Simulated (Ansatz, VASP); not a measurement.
**Co in VASP and in Ansatz**

Contents of INCAR:

```
ALGO = Normal ; EDIFF = 1E-7
EDIFFG = -0.01 ; ENCUT = 690
GGA = PS ; GGA_COMPAT = F
IBRION = 2 ; ISIF = 3
ISMEAR = -1 ; LASPH = T
LCHARG = F ; LREAL = F
LWAVE = F ; NELM = 120
NELMIN = 4 ; NSW = 80
PREC = Accurate ; SIGMA = 0.1
```

The input KPOINTS:

```
k-points
0
Gamma
  14 14 14
```

POSCAR

```
Co
1.0
    2.2868488050      0.0000000000      0.0000000000
    0.0000000000      2.2868488050      0.0000000000
    0.0000000000      0.0000000000      2.2868488050
Co
1
Direct
    0.0000000000      0.0000000000      0.0000000000
```

Input for Ansatz:

```yaml
crystal:
  lattice:
    - [2.286848805, 0.0, 0.0]
    - [0.0, 2.286848805, 0.0]
    - [0.0, 0.0, 2.286848805]
  atoms:
    - { symbol: Co, position: [0.0, 0.0, 0.0] }
hamiltonian:
  xc: pbesol
  pseudopotentials:
    kind: paw
    azcp:
      Co: "pseudopotentials/Co.paw.azcp"
basis:
  ecutwfc: 420
  fft_grid_basis: typed
kpoints:
  mp_grid: { grid: [14, 14, 14], shift: [0, 0, 0] }
magnetization:
  spin_polarized: false
scf:
  occupations: { method: fermi_dirac, width: 0.1 }
relax:
  max_steps: 60
  f_tol: 0.01
  cell: {}
```

Alike in both runs: task relaxation of cell and atoms; functional PBEsol; k mesh 14 × 14 × 14; occupations fermi-dirac, width 0.1 eV; no spin polarisation.

```csv
,VASP,Ansatz
version,VASP 6.6.1,Ansatz 0.2.0
potentials or method,"VASP PAW PBE potentials, release 64 (Co_sv), cutoff 690 eV","plane waves (420 eV) with PAW, scalar-relativistic"
valence electrons in the cell,17,17
```

```csv
,VASP,Ansatz,Ansatz less VASP
relaxed volume (Å³/atom),11.36,11.39,+0.029
relaxed length of the cell vector where the two differ most in proportion (Å),2.248,2.250,+0.0019
```

VASP's potentials were made for PBE, not for PBEsol, and Ansatz warns of the same on its side.
